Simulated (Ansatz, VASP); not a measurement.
**ZnB6 in VASP and in Ansatz**

File INCAR:

```
SYSTEM = ZnB6
PREC = Accurate
ENCUT = 500
EDIFF = 1E-7
ISMEAR = 0
SIGMA = 0.1
LREAL = .False.
LASPH = .True.
NELM = 120
ALGO = Normal
ISIF = 3
LWAVE = .False.
LCHARG = .False.
GGA = PE
IBRION = 2
NSW = 100
EDIFFG = -0.01
GGA_COMPAT = .False.
NELMIN = 4
```

Contents of KPOINTS:

```
Automatic mesh
0
Gamma
  10 10 10
  0 0 0
```

File POSCAR:

```
ZnB6
1.0
    4.1281014114      0.0000000000      0.0000000000
    0.0000000000      4.1281014114      0.0000000000
    0.0000000000      0.0000000000      4.1281014114
Zn B
1 6
Direct
    0.0000000000      0.0000000000      0.0000000000
    0.1988311695      0.5000000000      0.5000000000
    0.5000000000      0.1988311695      0.5000000000
    0.8011688305      0.5000000000      0.5000000000
    0.5000000000      0.8011688305      0.5000000000
    0.5000000000      0.5000000000      0.1988311695
    0.5000000000      0.5000000000      0.8011688305
```

Input for Ansatz:

```yaml
crystal:
  lattice:
    - [4.1281014114, 0.0, 0.0]
    - [0.0, 4.1281014114, 0.0]
    - [0.0, 0.0, 4.1281014114]
  atoms:
    - { symbol: Zn, position: [0.0, 0.0, 0.0] }
    - { symbol: B, position: [0.1988311695, 0.5, 0.5] }
    - { symbol: B, position: [0.5, 0.1988311695, 0.5] }
    - { symbol: B, position: [0.8011688305, 0.5, 0.5] }
    - { symbol: B, position: [0.5, 0.8011688305, 0.5] }
    - { symbol: B, position: [0.5, 0.5, 0.1988311695] }
    - { symbol: B, position: [0.5, 0.5, 0.8011688305] }
basis:
  ecutwfc: 420
kpoints:
  mp_grid: { grid: [10, 10, 10] }
hamiltonian:
  xc: pbe
scf:
  occupations: { method: gaussian, width: 0.1 }
output:
  forces: true
  stress: true
  eigenvalues: true
  write_density: true
  write_potential: true
  elf: true
  volumetric_format: npy
relax:
  adjacent_minimum: "off"
  f_tol: 0.01
  max_steps: 80
  cell: { stress_tol: 0.05 }
```

Change from the starting cell: species swapped into the YbB6 type (Pm-3m, No. 221).

Alike in both runs: task relaxation of cell and atoms; functional PBE; k mesh 10 × 10 × 10; occupations gaussian, width 0.1 eV; no spin polarisation.

```csv
,VASP,Ansatz
version,VASP 6.6.1,Ansatz 0.2.0
potentials or method,"VASP PAW PBE potentials, release 64 (Zn, B), cutoff 500 eV","scalar-relativistic, plane waves, PAW"
valence electrons in the cell,30,30
```

|  | VASP | Ansatz | Ansatz less VASP |
| --- | --- | --- | --- |
| gap on the k mesh at the Fermi level, each at its own relaxed structure (eV) | none | none | - |
| relaxed volume (Å³/atom) | 10.09 | 10.08 | -0.004 |
| relaxed cell length with the largest relative difference (Å) | 4.133 | 4.132 | -0.0006 |

A gap of «none» marks a metal or a gap that the smearing closes.
